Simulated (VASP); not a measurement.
Set up this calculation in VASP 6.6.1, as the native input.

| Quantity | Value |
| --- | --- |
| Task | single point |
| Functional | PBE |
| Potentials or basis | VASP PAW PBE potentials, release 64 (Na_pv, Sr_sv) |
| Cutoff | 520 eV |
| k mesh | 10 × 10 × 10 |
| Occupations | gaussian, width 0.1 eV |
| Spin | no spin polarisation |
| Dipole correction | no |
| Further INCAR settings | ALGO = Fast; EDIFF = 1e-06; NBANDS = 25 |

The structure of NaSr lies in POSCAR:

```
NaSr
1.0
    0.0000000000      4.5783339797      4.5783339797
    4.5783339797      0.0000000000      4.5783339797
    4.5783339797      4.5783339797      0.0000000000
Na Sr
2 2
Direct
    0.0000000000      0.0000000000      0.0000000000
    0.2500000000      0.2500000000      0.2500000000
    0.5000000000      0.5000000000      0.5000000000
    0.7500000000      0.7500000000      0.7500000000
```

The input as run:

INCAR

```
ALGO = Fast ; EDIFF = 1E-6
ENCUT = 520 ; GGA = PE
ISIF = 2 ; ISMEAR = 0
LASPH = T ; LCHARG = T
LELF = T ; LREAL = F
LVHAR = T ; LWAVE = F
NBANDS = 25 ; NELM = 80
PREC = Accurate ; SIGMA = 0.1
```

KPOINTS

```
k-points
0
Gamma
  10 10 10
```

Potentials or basis: VASP PAW PBE potentials, release 64 (Na_pv, Sr_sv).

Command:

```bash
$ cat potpaw_PBE.64/Na_pv/POTCAR potpaw_PBE.64/Sr_sv/POTCAR > POTCAR
$ mpirun -np 1 vasp_std > vasp.out
```

Results of the run:

```
Pressure               : 0.0 GPa
Band gap on the k mesh : zero (bands 17 and 18 overlap by 1.62 eV)
```

Run time: 6.4 min on 1 thread of Intel(R) Xeon(R) Platinum 8259CL CPU @ 2.50GHz (Skylake/Cascade Lake), with other jobs on the host, peak memory 0.44 GiB.
